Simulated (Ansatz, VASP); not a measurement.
## One calculation of Cd2Se, two programs

Contents of INCAR:

```
SYSTEM = Cd2Se
PREC     = Accurate       ! precision mode
ENCUT    = 520            ! plane-wave cutoff, eV
EDIFF    = 1E-6           ! SCF threshold, eV
ISMEAR   = 0              ! smearing method
SIGMA    = 0.1            ! smearing width, eV
LREAL    = .False.        ! projectors in reciprocal space
LASPH    = .True.         ! aspherical terms in the spheres
NELM     = 80             ! most SCF steps
ALGO     = Normal         ! electronic algorithm
ISIF     = 2              ! what is computed and relaxed
LWAVE    = .False.        ! write WAVECAR
LCHARG   = .False.        ! write CHGCAR
GGA      = PE             ! functional
NBANDS   = 22             ! bands
```

The input KPOINTS:

```
Automatic mesh
0
Gamma
  12 12 12
  0 0 0
```

File POSCAR:

```
Cd2Se
1.0
    0.0000000000      3.4591742137      3.4591742137
    3.4591742137      0.0000000000      3.4591742137
    3.4591742137      3.4591742137      0.0000000000
Cd Se
2 1
Direct
    0.2500000000      0.2500000000      0.2500000000
    0.7500000000      0.7500000000      0.7500000000
    0.0000000000      0.0000000000      0.0000000000
```

Input for Ansatz:

```yaml
crystal:
  lattice:
    - [0.0, 3.4591742137, 3.4591742137]
    - [3.4591742137, 0.0, 3.4591742137]
    - [3.4591742137, 3.4591742137, 0.0]
  atoms:
    - { symbol: Cd, position: [0.25, 0.25, 0.25] }
    - { symbol: Cd, position: [0.75, 0.75, 0.75] }
    - { symbol: Se, position: [0.0, 0.0, 0.0] }
basis:
  ecutwfc: 420
kpoints:
  mp_grid: { grid: [12, 12, 12] }
  band_path:
    path:
      - [[0.0, 0.0, 0.0], [0.5, 0.0, 0.5], [0.625, 0.25, 0.625]]
      - [[0.375, 0.375, 0.75], [0.0, 0.0, 0.0], [0.5, 0.5, 0.5], [0.5, 0.25, 0.75], [0.5, 0.0, 0.5]]
    npoints: 14
hamiltonian:
  xc: pbe
scf:
  occupations: { method: gaussian, width: 0.1 }
  n_extra_bands: 7
output:
  forces: true
  stress: true
  eigenvalues: true
  populations: true
  dos: { projected: true, de: 0.02, nscf_kmesh: { grid: [15, 15, 15] } }
  bader: true
  write_density: true
  write_potential: true
  elf: true
  volumetric_format: npy
```

Alike in both runs: task single point; functional PBE; k mesh 12 × 12 × 12; occupations gaussian, width 0.1 eV; no spin polarisation.

|  | VASP | Ansatz |
| --- | --- | --- |
| version | VASP 6.6.1 | Ansatz 0.2.0 |
| potentials or method | VASP PAW PBE potentials, release 64 (Cd, Se), cutoff 520 eV | scalar-relativistic, plane waves, PAW |
| valence electrons in the cell | 30 | 56 |

```csv
,VASP,Ansatz,Ansatz less VASP
gap on the k mesh at the Fermi level (eV),none,none,-
pressure (GPa),0.2,0.0,-0.18
```

A gap of «none» marks a metal or a gap that the smearing closes. The functional is the same, so the differences come from potentials, cutoffs and numerics. VASP's potentials hold 30 valence electrons a cell and Ansatz's 56, so a difference there can come from the potentials and not from the codes.
